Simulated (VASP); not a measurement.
# GaSb (CsCl type): single point with PBE

Crystal: GaSb (CsCl type).

```
Ga Sb
1.0
     3.61220    0.00000    0.00000
     0.00000    3.61220    0.00000
     0.00000    0.00000    3.61220
Ga Sb
1 1
Direct
  0.00000 0.00000 0.00000
  0.50000 0.50000 0.50000
```

```json
{"Program": "VASP 6.6.1", "Task": "single point", "Functional": "PBE", "Potentials or basis": "VASP PAW PBE potentials, release 64 (Ga_d, Sb)", "Cutoff": "520 eV", "k mesh": "13 × 13 × 13", "Occupations": "fermi-dirac, width 0.1 eV", "Spin": "no spin polarisation", "Dipole correction": "no", "Further INCAR settings": "ALGO = Normal; EDIFF = 1e-07; NBANDS = 16"}
```

The pressure is 0.0 GPa. The band gap on the k mesh is zero (band 9 reaches 8.56 eV, above the bottom of band 10 at 4.50 eV).

Levels at points of the mesh, in eV from the Fermi level:
```
           k point  band 5  band 6  band 7  band 8  band 9  band 10  band 11  band 12  band 13  band 14
(0.00, 0.00, 0.00)  -14.80  -12.06   -2.20   -0.54   -0.54    -0.54     4.08     4.08     8.54     8.54
```

It took 34 s on 1 thread of Intel(R) Xeon(R) Platinum 8375C CPU @ 2.90GHz (Ice Lake) (shared host), peak memory 0.2 GiB.

Caveat: spin-orbit coupling is left out, which moves the levels of the heavy elements.
